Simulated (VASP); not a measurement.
Crystal: CdSi4O.

```
Cd Si O
1.0
     0.00000    3.64259    3.64259
     3.64259    0.00000    3.64259
     3.64259    3.64259    0.00000
Cd Si O
1 4 1
Direct
  0.50000 0.50000 0.50000
  0.62783 0.12406 0.12406
  0.12406 0.12406 0.12406
  0.12406 0.12406 0.62783
  0.12406 0.62783 0.12406
  0.75000 0.75000 0.75000
```

- Program: VASP 6.6.1
- Task: relaxation of cell and atoms
- Functional: PBE
- Potentials or basis: VASP PAW PBE potentials, release 64 (Cd, Si, O)
- Cutoff: 600 eV
- k mesh: 10 × 10 × 10
- Occupations: gaussian, width 0.1 eV
- Spin: no spin polarisation

At the start: pressure -2.7 GPa; volume 16.11 Å³/atom.

Q: How do energy, volume and symmetry change on relaxing?

A: Over 5 steps the energy falls by 5.2 meV/atom and the volume is 15.57 Å³/atom (-3.4 %); space group F-43m (No. 216, to 0.05 Å).

The path:
| step | energy change (eV) | largest force (eV/Å) | pressure (GPa) | volume (Å³) |
| --- | --- | --- | --- | --- |
| 1 | 0.0000 | 0.1854 | -2.67 | 96.66 |
| 2 | -0.0307 | 0.0182 | 0.48 | 92.96 |
| 3 | -0.0313 | 0.0412 | 0.06 | 93.39 |
| 4 | -0.0313 | 0.0378 | 0.12 | 93.33 |
| 5 | -0.0315 | 0.0055 | 0.06 | 93.39 |

Final structure:
```xyz
6
Lattice="0.0000 3.6010 3.6010 3.6010 0.0000 3.6010 3.6010 3.6010 0.0000" Properties=species:S:1:pos:R:3 pbc="T T T"
Cd    3.6010    3.6010    3.6010
Si    0.8877    2.7133    2.7133
Si    0.8877    0.8877    0.8877
Si    2.7133    2.7133    0.8877
Si    2.7133    0.8877    2.7133
O     5.4016    5.4016    5.4016
```
